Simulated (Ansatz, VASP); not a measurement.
## Two plane-wave programs on SnSe

```
CELL_PARAMETERS angstrom
0.00000 3.01000 2.94980
3.01000 0.00000 2.94980
3.01000 3.01000 0.00000
ATOMIC_POSITIONS crystal
Sn 0.00000 0.00000 0.00000
Se 0.50000 0.50000 0.50000
```

Change from the starting cell: strain -0.0200 x Voigt [0, 0, 1, 0, 0, 0], atoms carried along.

Alike in both runs: task single point; functional LDA; k mesh 8 × 8 × 8; occupations gaussian, width 0.05 eV; no spin polarisation.

|  | VASP | Ansatz |
| --- | --- | --- |
| version | VASP 6.6.1 | Ansatz 0.2.0 |
| potentials or method | VASP PAW LDA potentials, release 64 (Sn_d, Se), cutoff 520 eV | scalar-relativistic, plane waves, PAW |
| valence electrons in the cell | 20 | 30 |

VASP gave:

```
gap on the k mesh at the Fermi level (eV)                     : 0.72
least direct gap on the mesh (eV)                             : 0.73
pressure (GPa)                                                : -2.2
traceless stress, the component that is largest in VASP (GPa) : 1.68
```

Q: Which values does Ansatz return?

A: gap on the k mesh at the Fermi level (eV): 0.71; least direct gap on the mesh (eV): 0.71; pressure (GPa): -2.3; traceless stress, the component that is largest in VASP (GPa): 1.66.

LDA's correlation is that of Perdew and Zunger in VASP and of Perdew and Wang (1992) in Ansatz. VASP's potentials hold 20 valence electrons a cell and Ansatz's 30, so a difference there can come from the potentials and not from the codes.
